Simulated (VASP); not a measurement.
Dy3C:

```
CELL_PARAMETERS angstrom
5.10045 0.00000 0.00000
-2.55023 4.41712 0.00000
0.00000 0.00000 4.63247
ATOMIC_POSITIONS crystal
Dy 0.50000 0.00000 0.50000
Dy 0.00000 0.50000 0.50000
Dy 0.50000 0.50000 0.50000
C 0.00000 0.00000 0.00000
```

The cell was generated, and may not be a known phase.

```yaml
Program: VASP 6.6.1
Task: relaxation of cell and atoms
Functional: PBE
Potentials_or_basis: VASP PAW PBE potentials, release 64 (Dy_3, C), 4f in core
Cutoff: 600 eV
k_mesh: 5 × 5 × 4
Occupations: gaussian, width 0.2 eV
Spin: no spin polarisation
```

At the start: pressure 10.3 GPa; volume 26.09 Å³/atom.

Q: How do energy, volume and symmetry change on relaxing?

A: Over 10 steps the energy falls by 1517.2 meV/atom and the volume is 23.16 Å³/atom (-11.2 %); space group P6/mmm (No. 191, to 0.1 Å) before and after.

Step by step:
| step | energy change (eV) | largest force (eV/Å) | pressure (GPa) | volume (Å³) |
| --- | --- | --- | --- | --- |
| 1 | 0.0000 | 0.0000 | 10.33 | 104.37 |
| 2 | -4.8873 | 0.0000 | -6.60 | 125.31 |
| 3 | -4.9623 | 0.0000 | -7.09 | 126.66 |
| 4 | -5.8589 | 0.0000 | -4.23 | 105.72 |
| 5 | -5.9251 | 0.0000 | -2.49 | 100.20 |
| 6 | -5.9254 | 0.0000 | -2.23 | 99.49 |
| 7 | -6.0473 | 0.0000 | -0.66 | 94.33 |
| 8 | -6.0665 | 0.0000 | 0.44 | 91.65 |
| 9 | -6.0665 | 0.0000 | 0.38 | 91.81 |
| 10 | -6.0687 | 0.0000 | 0.00 | 92.63 |

Final structure:
```
Dy C
1.0
     5.83982    0.00000    0.00000
    -2.91991    5.05743    0.00000
     0.00000    0.00000    3.13627
Dy C
3 1
Cartesian
  0.0000 5.0574 1.5681
  -1.4600 2.5287 1.5681
  1.4600 2.5287 1.5681
  -2.9199 5.0574 0.0000
```

Caveat: a cell axis changed by over 15 % at a fixed basis, so the end point is rough.
